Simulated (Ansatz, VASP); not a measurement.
# Two plane-wave programs on SnCl3

```
Sn Cl
1.0
     5.21385    0.00000    0.00000
     0.00000    5.21385    0.00000
     0.00000    0.00000    5.21385
Sn Cl
1 3
Direct
  0.50000 0.50000 0.50000
  0.00000 0.50000 0.50000
  0.50000 0.00000 0.50000
  0.50000 0.50000 0.00000
```

Alike in both runs: functional PBE; k mesh 4 × 4 × 4; occupations gaussian, width 0.1 eV; no spin polarisation.

Ansatz relaxed the structure, and its values are those at the end. VASP's run is a single point on that final structure, the one shown.

|  | VASP | Ansatz |
| --- | --- | --- |
| version | VASP 6.6.1 | Ansatz 0.2.0 |
| potentials or method | VASP PAW PBE potentials, release 64 (Sn_d, Cl), cutoff 520 eV | scalar-relativistic, plane waves, PAW |
| valence electrons in the cell | 35 | 35 |

```tsv
	VASP	Ansatz	Ansatz less VASP
gap on the k mesh at the Fermi level (eV)	none	none	-
pressure (GPa)	0.0	0.0	+0.05
```

A gap of «none» marks a metal or a gap that the smearing closes.
